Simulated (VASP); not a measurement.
**Pb: single point with revPBE**

Pb:

```
Pb
1.0
     0.00000    2.54118    2.54118
     2.54118    0.00000    2.54118
     2.54118    2.54118    0.00000
Pb
1
Cartesian
  0.0000 0.0000 0.0000
```

```
Program                : VASP 6.6.1
Task                   : single point
Functional             : revPBE
Potentials or basis    : VASP PAW PBE potentials, release 64 (Pb_d)
Cutoff                 : 500 eV
k mesh                 : 6 × 6 × 6
Occupations            : fermi-dirac, width 0.1 eV
Spin                   : no spin polarisation
Dipole correction      : no
Further INCAR settings : ALGO = Normal; EDIFF = 1e-06; NBANDS = 13
```

| Item | Value |
| --- | --- |
| Pressure | 1.1 GPa |
| Band gap on the k mesh | zero (band 7 reaches 13.36 eV, above the bottom of band 8 at 5.15 eV) |

Levels at points of the mesh, in eV from the Fermi level:
| k point | band 4 | band 5 | band 6 | band 7 | band 8 | band 9 | band 10 | band 11 |
| --- | --- | --- | --- | --- | --- | --- | --- | --- |
| (0.00, 0.00, 0.00) | -17.05 | -17.05 | -11.34 | 6.72 | 6.72 | 6.72 | 9.57 | 10.23 |
| (0.50, 0.00, 0.00) | -16.95 | -16.95 | -8.15 | -3.93 | 5.07 | 5.07 | 8.66 | 9.05 |
| (0.50, 0.50, 0.00) | -16.92 | -16.92 | -6.92 | -3.07 | 1.87 | 1.87 | 5.04 | 6.28 |

Wall time 14 s on 1 thread of AMD EPYC 7R13, on a shared host, peak memory 0.12 GiB.

Caveat: the PAW data sets were made with another functional, which shifts forces and pressure a little; spin-orbit coupling is left out, which moves the levels of the heavy elements.
